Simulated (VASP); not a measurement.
The system is MgO.

```
Mg O
1.0
     0.00000    2.06866    2.06866
     2.06866    0.00000    2.06866
     2.06866    2.06866    0.00000
Mg O
1 1
Direct
  0.00000 0.00000 0.00000
  0.50000 0.50000 0.50000
```

This cell differs from its parent crystal: volume scaled by 0.96.

Base run:

```yaml
Program: VASP 6.6.1
Functional: PBEsol
Potentials_or_basis: VASP PAW PBE potentials, release 64 (Mg, O)
Cutoff: 520 eV
k_mesh: 11 × 11 × 11
Occupations: fermi-dirac, width 0.05 eV
Spin: no spin polarisation
```

Its results: band gap on the k mesh 5.17 eV, direct; pressure 9.3 GPa.

**Question.** The run is repeated on the same cell with these changes: functional from PBEsol to r2SCAN; cutoff from 520 eV to 660 eV. What comes out?

**Answer.** Band gap on the k mesh 6.17 eV, direct; pressure 7.4 GPa.

r2SCAN gives the wider gap, since meta-GGAs in the generalised Kohn-Sham scheme recover part of the derivative discontinuity.

Caveats: the PAW data sets were made with another functional, which shifts forces and pressure a little.

